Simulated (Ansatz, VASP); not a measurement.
**Pd in VASP and in Ansatz**

```
Pd
1.0
     0.00000    1.97018    1.97018
     1.97018    0.00000    1.97018
     1.97018    1.97018    0.00000
Pd
1
Direct
  0.00000 0.00000 0.00000
```

Alike in both runs: task single point; functional LDA; k mesh 23 × 23 × 23; occupations fermi-dirac, width 0.05 eV; collinear spin.

```csv
,VASP,Ansatz
version,VASP 6.6.1,Ansatz 0.2.0
potentials or method,"VASP PAW LDA potentials, release 64 (Pd), cutoff 520 eV","plane waves (420 eV) with PAW, scalar-relativistic"
valence electrons in the cell,10,18
```

```csv
,VASP,Ansatz,Ansatz less VASP
pressure (GPa),-14.1,-14.4,-0.24
net moment per atom (μB),0.00,0.00,-0.001
```

Ansatz warns that its potentials were made for another functional, while VASP's fit it. LDA's correlation is that of Perdew and Zunger in VASP and of Perdew and Wang (1992) in Ansatz. VASP's potentials hold 10 valence electrons a cell and Ansatz's 18, so a difference there can come from the potentials and not from the codes. Ansatz's warnings: seeded moment not kept.
